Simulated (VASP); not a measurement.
Wanted: the native input for a VASP 6.6.1 run.

| Quantity | Value |
| --- | --- |
| Task | single point |
| Functional | PBE |
| Potentials or basis | VASP PAW PBE potentials, release 64 (Ti_sv, O) |
| Cutoff | 520 eV |
| k mesh | 13 × 13 × 13 |
| Occupations | fermi-dirac, width 0.08 eV |
| Spin | no spin polarisation |
| Dipole correction | no |
| Further INCAR settings | ALGO = Normal; EDIFF = 1e-06; NBANDS = 33 |

The structure of TiO2 lies in POSCAR:

```
TiO2
1.0
   -1.9114250000      1.9114250000      4.7570000000
    1.9114250000     -1.9114250000      4.7570000000
    1.9114250000      1.9114250000     -4.7570000000
Ti O
2 4
Direct
    0.0000000000      0.0000000000      0.0000000000
    0.7500000000      0.2500000000      0.5000000000
    0.2066000000      0.2066000000      0.0000000000
    0.9566000000      0.4566000000      0.5000000000
    0.5434000000      0.0434000000      0.5000000000
    0.7934000000      0.7934000000      0.0000000000
```

This cell differs from its parent crystal: equal xx and yy strain of +1 %.

These files were run (other wordings do the same):

INCAR

```
ALGO     = Normal         # electronic algorithm
EDIFF    = 1E-6           # SCF threshold, eV
ENCUT    = 520            # plane-wave cutoff, eV
GGA      = PE             # functional
ISIF     = 2              # what is computed and relaxed
ISMEAR   = -1             # smearing method
LASPH    = T              # aspherical terms in the spheres
LCHARG   = F              # write CHGCAR
LREAL    = F              # projectors in reciprocal space
LWAVE    = F              # write WAVECAR
NBANDS   = 33             # bands
NELM     = 100            # most SCF steps
PREC     = Accurate       # precision mode
SIGMA    = 0.08           # smearing width, eV
```

KPOINTS

```
k-points
0
Gamma
  13 13 13
```

Potentials or basis: VASP PAW PBE potentials, release 64 (Ti_sv, O).

Launch:

```sh
$ cat potpaw_PBE.64/Ti_sv/POTCAR potpaw_PBE.64/O/POTCAR > POTCAR
$ mpirun -np 1 vasp_std > vasp.out
```

Results of the run:

```json
{
 "Pressure": "2.4 GPa",
 "Largest force": "0.361 eV/Å",
 "Band gap on the k mesh": "2.10 eV, indirect (least direct gap 2.39 eV)"
}
```

Caveat: the cell differs from its parent crystal (equal xx and yy strain of +1 %).

Wall time 28 min on 1 thread of Oxide Virtual Turin-like Processor, on a shared host, peak memory 0.47 GiB.
